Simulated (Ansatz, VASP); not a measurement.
**Co: VASP beside Ansatz**

```xyz
4
Lattice="-1.2148 2.1040 0.0000 0.0000 0.0000 3.9181 3.6443 2.1040 0.0000" Properties=species:S:1:pos:R:3 pbc="T T T"
Co    0.0000    1.4027    0.9795
Co    2.4295    1.4027    0.9795
Co    1.2148    0.7013    2.9386
Co    2.4295    2.8054    2.9386
```

Alike in both runs: task single point; functional LDA; k mesh 15 × 9 × 9; occupations fermi-dirac, width 0.05 eV; collinear spin.

|  | VASP | Ansatz |
| --- | --- | --- |
| version | VASP 6.6.1 | Ansatz 0.2.0 |
| potentials or method | VASP PAW LDA potentials, release 64 (Co), cutoff 520 eV | all-electron LAPW, scalar-relativistic |

|  | VASP | Ansatz | Ansatz less VASP |
| --- | --- | --- | --- |
| pressure (GPa) | -1.3 | -0.2 | +1.08 |
| traceless stress, the component that is largest in VASP (GPa) | -0.15 | 0.09 | +0.237 |
| net moment per atom (μB) | 1.49 | 1.52 | +0.029 |
| size of the moment on the site where the two differ most (μB) | 1.48 | 1.55 | +0.072 |

LDA's correlation is that of Perdew and Zunger in VASP and of Perdew and Wang (1992) in Ansatz. Site moments also hang on the region over which each program counts them. Ansatz ran all-electron here, and VASP with PAW potentials.
